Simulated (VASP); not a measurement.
Input of a VASP 6.6.1 run:

Contents of POSCAR:

```
BaS
1.0
    3.8337582597      0.0000000000      0.0000000000
    0.0000000000      3.8337582597      0.0000000000
    0.0000000000      0.0000000000      3.8337582597
Ba S
1 1
Direct
    0.0000000000      0.0000000000      0.0000000000
    0.5000000000      0.5000000000      0.5000000000
```

The input INCAR.step1:

```
SYSTEM = BaS
PREC = Accurate
ENCUT = 520
EDIFF = 1E-5
ISMEAR = 0
SIGMA = 0.01
LREAL = .False.
LASPH = .True.
NELM = 60
ALGO = Normal
ISIF = 2
LWAVE = .True.
LCHARG = .False.
GGA = PE
NBANDS = 15
```

INCAR.step2

```
SYSTEM = BaS
PREC = Accurate
ENCUT = 520
EDIFF = 1E-7
ISMEAR = 0
SIGMA = 0.01
LREAL = .False.
LASPH = .True.
NELM = 60
ALGO = Normal
ISIF = 2
LWAVE = .False.
LCHARG = .False.
METAGGA = R2SCAN
LHFCALC = .True.
AEXX = 0.25
LMIXTAU = .True.
PRECFOCK = Normal
ISTART = 1
NBANDS = 15
```

Contents of KPOINTS:

```
regular mesh
0
Gamma
  4 4 4
  0 0 0
```

Potentials or basis: VASP PAW PBE potentials, release 64 (Ba_sv, S).

The run is started by

```console
$ cat potpaw_PBE.64/Ba_sv/POTCAR potpaw_PBE.64/S/POTCAR > POTCAR
$ cp INCAR.step1 INCAR
$ mpirun -np 1 vasp_std > vasp.out
$ cp INCAR.step2 INCAR
$ mpirun -np 1 vasp_std > vasp.out
```

**Question.** Estimate the band gap on the k mesh.

**Answer.** 3.30 eV (least direct gap 3.42 eV).

**Question.** Estimate the pressure.

**Answer.** 0.4 GPa.

Caveat: the PAW data sets were made with another functional, which shifts forces and pressure a little; spin-orbit coupling is left out, which moves the levels of the heavy elements. A k mesh can miss the band edges.
